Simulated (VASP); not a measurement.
# MgO (P6_3/mmc) in VASP: a series of runs, part 2 of 2

VASP 6.6.1.

### Step 6. Relaxation of shape and atoms at fixed volume, PBE (volume scaled by 0.88)

INCAR

```
  ALGO = Normal
  EDIFF = 1E-6
  EDIFFG = -0.01
  ENCUT = 600
  GGA = PE
  IBRION = 2
  ISIF = 4
  ISMEAR = 0
  LASPH = T
  LCHARG = F
  LREAL = F
  LWAVE = F
  NELM = 60
  NSW = 50
  PREC = Accurate
  SIGMA = 0.02
```

KPOINTS

```
k-points
0
Gamma
  9 9 6
```

POSCAR

```
MgO
1.0
    3.3703491750      0.0000000000      0.0000000000
   -1.6851745875      2.9188080052      0.0000000000
    0.0000000000      0.0000000000      4.0694723052
Mg O
2 2
Direct
    0.6666666667      0.3333333333      0.7500000000
    0.3333333333      0.6666666667      0.2500000000
    0.6666666667      0.3333333333      0.2500000000
    0.3333333333      0.6666666667      0.7500000000
```

Potentials or basis: VASP PAW PBE potentials, release 64 (Mg, O).

Run with:

```sh
> cat potpaw_PBE.64/Mg/POTCAR potpaw_PBE.64/O/POTCAR > POTCAR
> mpirun -np 1 vasp_std > vasp.out
```

OUTCAR:

```text
EDIFF = 1E-6
   EDIFFG = -0.01
   ENCUT = 600
   GGA = PE
   IBRION = 2
   ISIF = 4
   ISMEAR = 0
   LASPH = T
   LREAL = F
   NELM = 60
   NSW = 50
   PREC = Accurate

 ion  position               nearest neighbor table
   1  0.667  0.333  0.750-   4 1.95   4 1.95   4 1.95   3 2.03   3 2.03   2 2.82   2 2.82   2 2.82
                             2 2.82   2 2.82   2 2.82
   2  0.333  0.667  0.250-   3 1.95   3 1.95   3 1.95   4 2.03   4 2.03   1 2.82   1 2.82   1 2.82
                             1 2.82   1 2.82   1 2.82
   3  0.667  0.333  0.250-   2 1.95   2 1.95   2 1.95   1 2.03   1 2.03
   4  0.333  0.667  0.750-   1 1.95   1 1.95   1 1.95   2 2.03   2 2.03

  LATTYP: Found a hexagonal cell.
 ALAT       =     3.3703491750
 C/A-ratio  =     1.2074334420

  Lattice vectors:

 A1 = (   3.3703491750,   0.0000000000,   0.0000000000)
 A2 = (  -1.6851745875,   2.9188080052,   0.0000000000)
 A3 = (   0.0000000000,   0.0000000000,   4.0694723052)

Analysis of symmetry for initial positions (statically):
=====================================================================
 Subroutine PRICEL returns:
 Original cell was already a primitive cell.

 Routine SETGRP: Setting up the symmetry group for a
 hexagonal supercell.

 Subroutine GETGRP returns: Found 24 space group operations
 (whereof 12 operations were pure point group operations)
 out of a pool of 24 trial point group operations.

The static configuration has the point symmetry D_3d.
 The point group associated with its full space group is D_6h.

Analysis of symmetry for dynamics (positions and initial velocities):
=====================================================================
 Subroutine PRICEL returns:
 Original cell was already a primitive cell.

 Routine SETGRP: Setting up the symmetry group for a
 hexagonal supercell.

 Subroutine GETGRP returns: Found 24 space group operations
 (whereof 12 operations were pure point group operations)
 out of a pool of 24 trial point group operations.

The dynamic configuration has the point symmetry D_3d.
[... 132 lines left out ...]
   IVDW    =     0    specifies the selected vdW correction
   LEPSILON=     F    determine dielectric tensor
   LRPA    =     F    only Hartree local field effects (RPA)
 conjugate gradient relaxation of ions
 non-spin polarized calculation
 Gauss-broadening in eV      SIGMA  =   0.02
  energy-cutoff  :      600.00
  volume of cell :       40.03
 maximum number of plane-waves:      1361
 NGX is ok and might be reduce to    28
   NGX = 13   NGY = 13   NGZ = 17

 number of electron      16.0000001 magnetization

 Free energy of the ion-electron system (eV)
  ---------------------------------------------------
  ext. energy  EPLUGINS =         0.00000000
  ---------------------------------------------------
  free energy    TOTEN  =       -23.37716764 eV

  energy without entropy =      -23.37716764  energy(sigma->0) =      -23.37716764

 E-fermi :   2.7958     XC(G=0): -10.5014

 val. band max:        2.6727331472   @ k =   0.0000   0.0000   0.0000
 cond. band min:       6.5993641181   @ k =   0.0000   0.0000   0.0000
 fundamental gap:      3.9266309709
 Fermi energy:         2.7957922264

 k-point     1 :       0.0000    0.0000    0.0000
  band No.  band energies     occupation
      1     -14.7187      2.00000
      2     -13.0753      2.00000
      3      -1.3474      2.00000
      4       0.7469      2.00000
      5       0.7469      2.00000
      6       1.7193      2.00000
      7       1.7193      2.00000
      8       2.6727      2.00000
      9       6.5994      0.00000
     10      12.9205      0.00000
     11      15.6294      0.00000
     12      15.9222      0.00000
[... 331 lines left out ...]
 k-point    24 :       0.3333    0.3333    0.1667
  band No.  band energies     occupation
      1     -13.5631      2.00000
      2     -13.5631      2.00000
      3      -1.2068      2.00000
      4      -0.3912      2.00000
      5      -0.3912      2.00000
      6       1.3496      2.00000
      7       1.3496      2.00000
      8       1.3592      2.00000
      9      10.3507      0.00000
     10      11.7286      0.00000
     11      14.5961      0.00000
     12      14.5961      0.00000

 [... further k-points ...]
[... 5 lines left out ...]
  --------------------------------------------------------------------------------------
  -------------------------------------------------------------------------------------
  Total        4.9926185      4.9926185      4.9972028      0.0000000      0.0000000      0.0000000
  in kB      199.8114807    199.8114807    199.9949540      0.0000000      0.0000000      0.0000000
  external PRESSURE =     199.8726384 kB  Pullay stress =       0.0000000 kB

 VOLUME and BASIS-vectors are now :
 -----------------------------------------------------------------------------
  energy-cutoff  :      600.00
  volume of cell :       40.03
      direct lattice vectors                 reciprocal lattice vectors
     3.370349175  0.000000000  0.000000000     0.296705163  0.171302805  0.000000000
    -1.685174587  2.918808005  0.000000000     0.000000000  0.342605611  0.000000000
     0.000000000  0.000000000  4.069472305     0.000000000  0.000000000  0.245732106

 POSITION                                       TOTAL-FORCE (eV/Angst)
 -----------------------------------------------------------------------------------
      1.68517      0.97294      3.05210         0.000000     -0.000000      0.000000
     -0.00000      1.94587      1.01737        -0.000000      0.000000      0.000000
      1.68517      0.97294      1.01737         0.000000      0.000000      0.000000
     -0.00000      1.94587      3.05210         0.000000     -0.000000      0.000000
 -----------------------------------------------------------------------------------
    total drift:                               -0.000000      0.000000     -0.000000

  FREE ENERGIE OF THE ION-ELECTRON SYSTEM (eV)
  ---------------------------------------------------
  free  energy   TOTEN  =       -23.3771676424 eV

  energy  without entropy=      -23.3771676424  energy(sigma->0) =      -23.37716764

 reached required accuracy - stopping structural energy minimisation
```

Run time: 17 s. Hardware: 1 thread of Intel Xeon 6975P-C (Granite Rapids), shared host; peak memory 0.18 GiB.

Results:

| Quantity | Value |
| --- | --- |
| Free energy | -23.3772 eV |
| Pressure after relaxing | 20.0 GPa |
| Band gap on the k mesh | 3.93 eV, direct |

Final structure:
```yaml
crystal:
  lattice:
    - [3.37035, 0.00000, 0.00000]
    - [-1.68517, 2.91881, 0.00000]
    - [0.00000, 0.00000, 4.06947]
  atoms:
    - { symbol: Mg, position: [0.66667, 0.33333, 0.75000] }
    - { symbol: Mg, position: [0.33333, 0.66667, 0.25000] }
    - { symbol: O, position: [0.66667, 0.33333, 0.25000] }
    - { symbol: O, position: [0.33333, 0.66667, 0.75000] }
```

Caveat: the relaxation stopped at its first step, so nothing moved.

### Step 7. Overview

```csv
task,cell,cutoff (eV),gap on the mesh (eV),pressure (GPa)
single point,"a = 3.521, b = 3.521, c = 4.238 Å, angles 90.0, 90.0, 120.0°, 4 atoms",520,3.26,-0.5
single point,"a = 3.556, b = 3.556, c = 4.279 Å, angles 90.0, 90.0, 120.0°, 4 atoms",520,3.11,-4.0
single point,"a = 3.593, b = 3.593, c = 4.313 Å, angles 90.0, 90.0, 120.0°, 4 atoms",520,2.98,-6.9
single point,"a = 3.641, b = 3.641, c = 4.358 Å, angles 90.0, 90.0, 120.0°, 4 atoms",520,2.80,-10.2
relaxation of shape and atoms at fixed volume,"relaxed from a = 3.370, b = 3.370, c = 4.069 Å, angles 90.0, 90.0, 120.0°, 4 atoms",600,3.93,20.0
```

Alike in all rows: level PBE; potentials or basis VASP PAW PBE potentials, release 64 (Mg, O); no spin polarisation; k mesh 9 × 9 × 6; smearing gaussian 0.02 eV.

Caveats: the relaxation stopped at its first step, so nothing moved (some runs).

Absolute energies hang on the potentials; compare differences alone.
